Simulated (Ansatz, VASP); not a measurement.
## SrO in VASP and in Ansatz

```
Sr O
1.0
     0.00000    2.56980    2.56980
     2.56980    0.00000    2.56980
     2.56980    2.56980    0.00000
Sr O
1 1
Direct
  0.09728 0.09728 0.90272
  0.50000 0.50000 0.50000
```

Change from the starting cell: all Sr atoms moved -0.500 Å, as atom 1 towards its neighbour atom 2 (O) at 2.570 Å.

Alike in both runs: task single point; functional PBEsol; k mesh 8 × 8 × 8; occupations gaussian, width 0.05 eV; no spin polarisation.

```csv
,VASP,Ansatz
version,VASP 6.6.1,Ansatz 0.2.0
potentials or method,"VASP PAW PBE potentials, release 64 (Sr_sv, O), cutoff 520 eV","scalar-relativistic, plane waves, PAW"
valence electrons in the cell,16,16
```

|  | VASP | Ansatz | Ansatz less VASP |
| --- | --- | --- | --- |
| gap on the k mesh at the Fermi level (eV) | 3.16 | 3.20 | +0.042 |
| least direct gap on the mesh (eV) | 3.18 | 3.21 | +0.029 |
| pressure (GPa) | 9.3 | 8.2 | -1.12 |
| traceless stress, the component that is largest in VASP (GPa) | 21.66 | 20.24 | -1.413 |
| rms of the force components (eV/Å) | 1.925 | 1.796 | -0.1289 |

VASP's potentials were made for PBE, not for PBEsol. Atom by atom the forces differ by 0.129 eV/Å (rms over components).
